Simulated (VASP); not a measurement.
Write the native input for VASP 6.6.1 that does the following.

```
Task                   : relaxation of cell and atoms
Functional             : LDA
Potentials or basis    : VASP PAW LDA potentials, release 64 (Be, Pd)
Cutoff                 : 600 eV
k mesh                 : 9 × 9 × 9
Occupations            : fermi-dirac, width 0.1 eV
Spin                   : no spin polarisation
Dipole correction      : no
Further INCAR settings : ALGO = Normal; EDIFF = 1e-06; IBRION = 2; EDIFFG = -0.02; NSW = 80; ISIF = 3
```

The structure of Be3Pd lies in POSCAR:

```
Be3Pd
1.0
   -1.6603080000      1.6603080000      3.6017230000
    1.6603080000     -1.6603080000      3.6017230000
    1.6603080000      1.6603080000     -3.6017230000
Be Pd
3 1
Direct
    0.7500000000      0.2500000000      0.5000000000
    0.2500000000      0.7500000000      0.5000000000
    0.5000000000      0.5000000000      0.0000000000
    0.0000000000      0.0000000000      0.0000000000
```

The input as run:

INCAR

```
PREC = Accurate
ENCUT = 600
EDIFF = 1E-6
ISMEAR = -1
SIGMA = 0.1
LREAL = False
LASPH = True
NELM = 60
ALGO = Normal
ISIF = 3
LWAVE = False
LCHARG = False
IBRION = 2
NSW = 80
EDIFFG = -0.02
```

KPOINTS

```
Automatic mesh
0
Gamma
  9 9 9
```

Potentials or basis: VASP PAW LDA potentials, release 64 (Be, Pd).

Launch:

```bash
$ cat potpaw_LDA.64/Be/POTCAR potpaw_LDA.64/Pd/POTCAR > POTCAR
$ mpirun -np 1 vasp_std > vasp.out
```

Results of the run:

```json
{
  "Relaxed volume": "9.46 Å³/atom",
  "Relaxed cell": "a = 4.224 Å, b = 4.224 Å, c = 4.224 Å, α = 134.42°, β = 134.42°, γ = 66.44°",
  "Space group after relaxing (to 0.05 Å)": "I4/mmm (No. 139)",
  "Energy gained by relaxing": "11.6 meV/atom",
  "Ionic steps": "6",
  "Pressure after relaxing": "-0.1 GPa",
  "Band gap on the k mesh": "zero (band 8 reaches 11.74 eV, above the bottom of band 9 at 7.12 eV)"
}
```

Wall time 110 s on 1 thread of AMD EPYC 9R45 96-Core Processor (Zen 5), with other jobs on the host, peak memory 0.18 GiB.
